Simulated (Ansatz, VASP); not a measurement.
# Mo: VASP beside Ansatz

File INCAR:

```
ALGO = Normal
EDIFF = 1E-6
ENCUT = 520
GGA = RE
ISIF = 2
ISMEAR = -1
LASPH = True
LCHARG = True
LELF = True
LREAL = False
LVHAR = True
LWAVE = False
NBANDS = 21
NELM = 60
PREC = Accurate
SIGMA = 0.1
```

KPOINTS

```
k-points
0
Gamma
  15 15 7
```

The input POSCAR:

```
Mo
1.0
    2.7677954138      0.0000000000      0.0000000000
   -1.3838977069      2.3969811408      0.0000000000
    0.0000000000      0.0000000000      4.9088966175
Mo
2
Direct
    0.3333333333      0.6666666667      0.2500000000
    0.6666666667      0.3333333333      0.7500000000
```

Input for Ansatz:

```yaml
crystal:
  lattice:
    - [2.7677954138, 0.0, 0.0]
    - [-1.3838977069, 2.3969811408, 0.0]
    - [0.0, 0.0, 4.9088966175]
  atoms:
    - { symbol: Mo, position: [0.3333333333, 0.6666666667, 0.25] }
    - { symbol: Mo, position: [0.6666666667, 0.3333333333, 0.75] }
hamiltonian:
  xc: revpbe
  pseudopotentials:
    kind: paw
    azcp:
      Mo: "pseudopotentials/Mo.paw.azcp"
basis:
  ecutwfc: 420
  fft_grid_basis: typed
kpoints:
  mp_grid: { grid: [15, 15, 7], shift: [0, 0, 0] }
magnetization:
  spin_polarized: false
scf:
  occupations: { method: fermi_dirac, width: 0.1 }
  lower_state_search: "off"
output:
  stress: true
```

Alike in both runs: task single point; functional revPBE; k mesh 15 × 15 × 7; occupations fermi-dirac, width 0.1 eV; no spin polarisation.

```csv
,VASP,Ansatz
version,VASP 6.6.1,Ansatz 0.2.0
potentials or method,"VASP PAW PBE potentials, release 64 (Mo_sv), cutoff 520 eV","plane waves (420 eV) with PAW, scalar-relativistic"
valence electrons in the cell,28,28
```

```csv
,VASP,Ansatz,Ansatz less VASP
pressure (GPa),0.4,0.0,-0.44
"traceless stress, the component that is largest in VASP (GPa)",0.02,0.11,+0.087
```

VASP's potentials were made for PBE, not for revPBE.
